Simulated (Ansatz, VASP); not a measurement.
## Two plane-wave programs on TiSi6Mo

```
Ti Si Mo
1.0
     0.00011    3.44050    0.00035
    -0.03721   -0.00003    3.90471
     8.72515   -1.71990   -0.00282
Ti Si Mo
1 6 1
Direct
  0.92282 0.99869 0.84556
  0.31145 0.95959 0.62283
  0.17523 0.01474 0.35035
  0.68663 0.56370 0.37299
  0.81936 0.48079 0.63857
  0.54567 0.99556 0.09217
  0.45829 0.49838 0.91651
  0.08050 0.48855 0.16092
```

Change from the starting cell: cell x1, atoms moved at random (sigma 0.1 Å) and cell strained at random (1.5 %), then relaxed without symmetry.

Alike in both runs: functional PBE; k mesh 6 × 6 × 6; occupations gaussian, width 0.2 eV; no spin polarisation.

Ansatz relaxed the structure, and its values are those at the end. VASP's run is a single point on that final structure, the one shown.

|  | VASP | Ansatz |
| --- | --- | --- |
| version | VASP 6.6.1 | Ansatz 0.2.0 |
| potentials or method | VASP PAW PBE potentials, release 64 (Ti_sv, Si, Mo_sv), cutoff 520 eV | scalar-relativistic, plane waves, PAW |
| valence electrons in the cell | 50 | 50 |

Ansatz gave:

```
gap on the k mesh at the Fermi level (eV) : none
pressure (GPa)                            : 0.0
rms of the force components (eV/Å)        : 0.007
```

**Question.** Estimate VASP's values.

**Answer.** gap on the k mesh at the Fermi level (eV): none; pressure (GPa): 0.1; rms of the force components (eV/Å): 0.011.

A gap of «none» marks a metal or a gap that the smearing closes. The functional is the same, so the differences come from potentials, cutoffs and numerics.
